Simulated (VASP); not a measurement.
# C (Fd-3m) in VASP: single point with PBE

Aim: the single point of C with PBE.

All numbers are computed with VASP 6.6.1; they aren't measurements. Logs are shortened: lines on timing, memory, paths and dates and some standing lists are left out, and cuts for length are marked.

**1. The cell of the first run**

Symmetry: Fd-3m, No. 227, cubic system. The conventional cell has a = 3.572 Å, b = 3.572 Å, c = 3.572 Å, α = 90.00°, β = 90.00°, γ = 90.00°. C (site symmetry -43m) has 4 C at 1.55 Å within 2.1 Å.

**2. Single point, PBE**

Input file INCAR:

```
SYSTEM = C
PREC     = Accurate       ! precision mode
ENCUT    = 600            ! plane-wave cutoff, eV
EDIFF    = 1E-6           ! SCF threshold, eV
ISMEAR   = -1             ! smearing method
SIGMA    = 0.1            ! smearing width, eV
LREAL    = .FALSE.        ! projectors in reciprocal space
LASPH    = .TRUE.         ! aspherical terms in the spheres
NELM     = 120            ! most SCF steps
ALGO     = Normal         ! electronic algorithm
ISIF     = 2              ! what is computed and relaxed
LWAVE    = .FALSE.        ! write WAVECAR
LCHARG   = .FALSE.        ! write CHGCAR
GGA      = PE             ! functional
NBANDS   = 11             ! bands
ISYM     = 0            
GGA_COMPAT= .FALSE.
```

Input file KPOINTS:

```
Automatic mesh
0
G
  25 25 28
  0 0 0
```

Input file POSCAR:

```
C
1.0
   -1.2627451119      1.2627434283      1.7857540292
    1.2627434283     -1.2627451119      1.7857540292
    1.2627464165      1.2627464165     -1.7857571127
C
2
Direct
    0.0000002216      0.9999997784      0.0000000000
    0.7499997784      0.2500002216      0.5000000000
```

Potentials or basis: VASP PAW PBE potentials, release 64 (C).

Command:

```bash
cat potpaw_PBE.64/C/POTCAR > POTCAR
mpirun -np 1 vasp_std > vasp.out
```

OUTCAR:

```text
SYSTEM = C
   PREC = Accurate
   ENCUT = 600
   EDIFF = 1E-6
   ISMEAR = -1
   LREAL = .FALSE.
   LASPH = .TRUE.
   NELM = 120
   ISIF = 2
   GGA = PE
   ISYM = 0

 ion  position               nearest neighbor table
   1  0.000  1.000  0.000-   2 1.55   2 1.55   2 1.55   2 1.55
   2  0.750  0.250  0.500-   1 1.55   1 1.55   1 1.55   1 1.55

IMPORTANT INFORMATION: All symmetrisations will be switched off!
NOSYMM: (Re-)initialisation of all symmetry stuff for point group C_1.

----------------------------------------------------------------------------------------

                                     Primitive cell

  volume of cell :      11.3897

  direct lattice vectors                    reciprocal lattice vectors
    -1.262745112  1.262743428  1.785754029     0.000000137  0.395963130  0.279993955
     1.262743428 -1.262745112  1.785754029     0.395963130  0.000000137  0.279993955
     1.262746416  1.262746416 -1.785757113     0.395962583  0.395962583  0.000000373

  length of vectors
     2.525463054  2.525463054  2.525467381     0.484957127  0.484957127  0.559975656

  position of ions in fractional coordinates (direct lattice)
     0.000000222  0.999999778  0.000000000
     0.749999778  0.250000222  0.500000000

  ion indices of the primitive-cell ions
   primitive index   ion index
                 1           1
                 2           2

----------------------------------------------------------------------------------------

 KPOINTS: Automatic mesh

Automatic generation of k-mesh.
 Grid dimensions read from file:
 generate k-points for:   25   25   28

 Generating k-lattice:

  Cartesian coordinates                     Fractional coordinates (reciprocal lattice)
     0.000000005  0.015838525  0.011199758     0.040000000  0.000000000 -0.000000000
     0.015838525  0.000000005  0.011199758     0.000000000  0.040000000 -0.000000000
     0.014141521  0.014141521  0.000000013     0.000000000  0.000000000  0.035714286

  Length of vectors
     0.019398285  0.019398285  0.019999131

  Shift w.r.t. Gamma in fractional coordinates (k-lattice)
     0.000000000  0.000000000  0.000000000

 -----------------------------------------------------------------------------
|                                                                             |
|           W    W    AA    RRRRR   N    N  II  N    N   GGGG   !!!           |
|           W    W   A  A   R    R  NN   N  II  NN   N  G    G  !!!           |
|           W    W  A    A  R    R  N N  N  II  N N  N  G       !!!           |
|           W WW W  AAAAAA  RRRRR   N  N N  II  N  N N  G  GGG   !            |
|           WW  WW  A    A  R   R   N   NN  II  N   NN  G    G                |
|           W    W  A    A  R    R  N    N  II  N    N   GGGG   !!!           |
|                                                                             |
|     Your reciprocal lattice and k-lattice belong to different lattice       |
|     classes:                                                                |
|                                                                             |
|        The reciprocal lattice is body-centered tetragonal,                  |
|        whereas your k-lattice is base-centered monoclinic.                  |
|                                                                             |
|     Results are often still useful ...                                      |
|                                                                             |
 -----------------------------------------------------------------------------

 WARNING: IBZKPT: internal override: KBLOWUP is changed to .FALSE.
      ... skipping the blow-up phase ...

 Subroutine IBZKPT returns following result:
 ===========================================

 Found   8751 irreducible k-points:

 Following reciprocal coordinates:
            Coordinates               Weight
  0.000000  0.000000  0.000000      1.000000
  0.040000  0.000000 -0.000000      2.000000
  0.080000  0.000000 -0.000000      2.000000
  0.120000 -0.000000 -0.000000      2.000000
  0.160000  0.000000 -0.000000      2.000000
  0.200000 -0.000000  0.000000      2.000000
[... 16 lines left out ...]
  0.360000  0.040000  0.000000      2.000000
  0.400000  0.040000 -0.000000      2.000000
 [... further k-points ...]
   k-points           NKPTS =   8751   k-points in BZ     NKDIM =   8751   number of bands    NBANDS=     11
   number of dos      NEDOS =    301   number of ions     NIONS =      2
   total plane-waves  NPLWV =   8000
   dimension x,y,z NGX =    20 NGY =   20 NGZ =   20
   dimension x,y,z NGXF=    40 NGYF=   40 NGZF=   40
   ions per type =               2
   NGX,Y,Z   is equivalent  to a cutoff of  13.17, 13.17, 13.17 a.u.
   NGXF,Y,Z  is equivalent  to a cutoff of  26.33, 26.33, 26.33 a.u.
 SYSTEM =  C
   PREC   = accura    normal or accurate (medium, high low for compatibility)
   ISTART =      0    job   : 0-new  1-cont  2-samecut
   ICHARG =      2    charge: 1-file 2-atom 10-const
   ISPIN  =      1    spin polarized calculation?
   LNONCOLLINEAR =      F non collinear calculations
   LSORBIT =      F    spin-orbit coupling
   LASPH  =      T    aspherical Exc in radial PAW
   ENCUT  =  600.0 eV  44.10 Ry    6.64 a.u.   5.04  5.04  5.04*2*pi/ulx,y,z
   NELM   =    120;   NELMIN=  2; NELMDL= -5     # of ELM steps
   EDIFF  = 0.1E-05   stopping-criterion for ELM
   LREAL  =      F    real-space projection
   EDIFFG = 0.1E-04   stopping-criterion for IOM
   NSW    =      0    number of steps for IOM
   IBRION =     -1    ionic relax: 0-MD 1-quasi-New 2-CG
   NFREE  =      0    steps in history (QN), initial steepest desc. (CG)
   ISIF   =      2    stress and relaxation
   ISYM   =      0    0-nonsym 1-usesym 2-fastsym
   POTIM  = 0.5000    time-step for ionic-motion
   TEBEG  =    0.0;   TEEND  =   0.0 temperature during run
   PSTRESS=    0.0 pullay stress
   NELECT =       8.0000    total number of electrons
   NUPDOWN=      -1.0000    fix difference up-down
   EMIN   =  10.00;   EMAX   =-10.00  energy-range for DOS
   EFERMI =   0.00;   METHOD = LEGACY
   ISMEAR =    -1;   SIGMA  =   0.10  broadening in eV -4-tet -1-fermi 0-gaus
   EFERMI_NEDOS =   21; number of points for ismear=-14 and -15
   IALGO  =     38    algorithm
   IMIX   =      4    mixing-type and parameters
     AMIX     =   0.40;   BMIX     =  1.00
     AMIX_MAG =   1.60;   BMIX_MAG =  1.00
  volume/ion in A,a.u.               =       5.69        38.43
  Fermi-wavevector in a.u.,A,eV,Ry     =   1.455237  2.750000 28.813276  2.117716
  Thomas-Fermi vector in A             =   2.572295
   LORBIT       =      0    0 simple, 1 ext, 2 COOP (PROOUT), +10 PAW based schemes
   GGA     = PE    functional components
   LHFCALC =     F    Hartree Fock is set to
   AEXX    =    0.0000 exact exchange contribution
   IVDW    =     0    specifies the selected vdW correction
   LEPSILON=     F    determine dielectric tensor
   LRPA    =     F    only Hartree local field effects (RPA)
 non-spin polarized calculation
  energy-cutoff  :      600.00
  volume of cell :       11.39
 maximum number of plane-waves:       391
   NGX =  9   NGY =  9   NGZ =  9

 number of electron       7.9999999 magnetization

 Free energy of the ion-electron system (eV)
  ---------------------------------------------------
  ext. energy  EPLUGINS =         0.00000000
  ---------------------------------------------------
  free energy    TOTEN  =       -18.19051107 eV

  energy without entropy =      -18.19051107  energy(sigma->0) =      -18.19051107

 E-fermi :  11.5567     XC(G=0): -13.2304

 val. band max:        9.6702270440   @ k =   0.0000   0.0000   0.0000
 cond. band min:      13.7902070352   @ k =  -0.3600   0.3600   0.0000
 fundamental gap:      4.1199799912
 Fermi energy:        11.5566812879

 k-point     1 :       0.0000    0.0000    0.0000
  band No.  band energies     occupation
      1     -11.7521      2.00000
      2       9.6699      2.00000
      3       9.6699      2.00000
      4       9.6702      2.00000
      5      15.2489      0.00000
      6      15.2492      0.00000
      7      15.2492      0.00000
      8      22.9086      0.00000
      9      28.9133      0.00000
     10      36.1613      0.00000
     11      36.1624      0.00000

 k-point     2 :       0.0400    0.0000   -0.0000
  band No.  band energies     occupation
      1     -11.7080      2.00000
      2       9.3540      2.00000
      3       9.5900      2.00000
      4       9.5902      2.00000
      5      15.3531      0.00000
      6      15.3533      0.00000
      7      15.4458      0.00000
      8      22.9472      0.00000
      9      28.9914      0.00000
     10      35.2333      0.00000
     11      35.2342      0.00000

 k-point     3 :       0.0800    0.0000   -0.0000
  band No.  band energies     occupation
      1     -11.5755      2.00000
      2       8.5322      2.00000
      3       9.3716      2.00000
      4       9.3719      2.00000
      5      15.6395      0.00000
      6      15.6397      0.00000
      7      15.9141      0.00000
      8      23.0631      0.00000
      9      29.2096      0.00000
     10      34.1277      0.00000
     11      34.1285      0.00000
[... 267 lines left out ...]
 k-point    23 :       0.3600    0.0400    0.0000
  band No.  band energies     occupation
      1      -7.9777      2.00000
      2      -0.8902      2.00000
      3       6.7938      2.00000
      4       7.2807      2.00000
      5      17.9457      0.00000
      6      18.2093      0.00000
      7      18.4432      0.00000
      8      25.0016      0.00000
      9      30.7331      0.00000
     10      32.8231      0.00000
     11      34.0242      0.00000

 k-point    24 :       0.4000    0.0400   -0.0000
  band No.  band energies     occupation
      1      -7.2027      2.00000
      2      -2.0462      2.00000
      3       6.7012      2.00000
      4       7.0761      2.00000
      5      18.0659      0.00000
      6      18.1855      0.00000
      7      18.5305      0.00000
      8      25.1831      0.00000
      9      30.9559      0.00000
     10      33.7462      0.00000
     11      34.1416      0.00000

 [... further k-points ...]

------------------------ aborting loop because EDIFF is reached ----------------------------------------

  FORCE on cell =-STRESS in cart. coord.  units (eV):
  Direction    XX          YY          ZZ          XY          YZ          ZX
  --------------------------------------------------------------------------------------
  -------------------------------------------------------------------------------------
  Total       -0.0002940     -0.0002942      0.0010734     -0.0000318      0.0000771      0.0000777
  in kB       -0.0413551     -0.0413875      0.1509910     -0.0044686      0.0108507      0.0109273
  external PRESSURE =       0.0227495 kB  Pullay stress =       0.0000000 kB

 VOLUME and BASIS-vectors are now :
 -----------------------------------------------------------------------------
  energy-cutoff  :      600.00
  volume of cell :       11.39
      direct lattice vectors                 reciprocal lattice vectors
    -1.262745112  1.262743428  1.785754029     0.000000137  0.395963130  0.279993955
     1.262743428 -1.262745112  1.785754029     0.395963130  0.000000137  0.279993955
     1.262746416  1.262746416 -1.785757113     0.395962583  0.395962583  0.000000373

 POSITION                                       TOTAL-FORCE (eV/Angst)
 -----------------------------------------------------------------------------------
      1.26274     -1.26274      1.78575         0.000052     -0.000052      0.000000
      0.00000      1.26274      0.89288        -0.000052      0.000052     -0.000000
 -----------------------------------------------------------------------------------
    total drift:                               -0.000000      0.000000     -0.000000

  FREE ENERGIE OF THE ION-ELECTRON SYSTEM (eV)
  ---------------------------------------------------
  free  energy   TOTEN  =       -18.1905110704 eV

  energy  without entropy=      -18.1905110703  energy(sigma->0) =      -18.19051107
```

It took 19 min on 1 thread of Oxide Virtual Turin-like, shared host; peak memory 1 GiB.

Results:

- Free energy: -18.1905 eV
- Pressure: 0.0 GPa
- Band gap on the k mesh: 4.12 eV (least direct gap 5.58 eV)

Levels at points of the mesh, in eV from the valence-band top:
```tsv
k point	band 2	band 3	band 4	band 5	band 6	band 7
(0.00, 0.00, 0.00)	0.00	0.00	0.00	5.58	5.58	5.58
(0.00, 0.00, 0.50)	-12.74	-6.27	-6.27	4.75	4.75	16.74
```
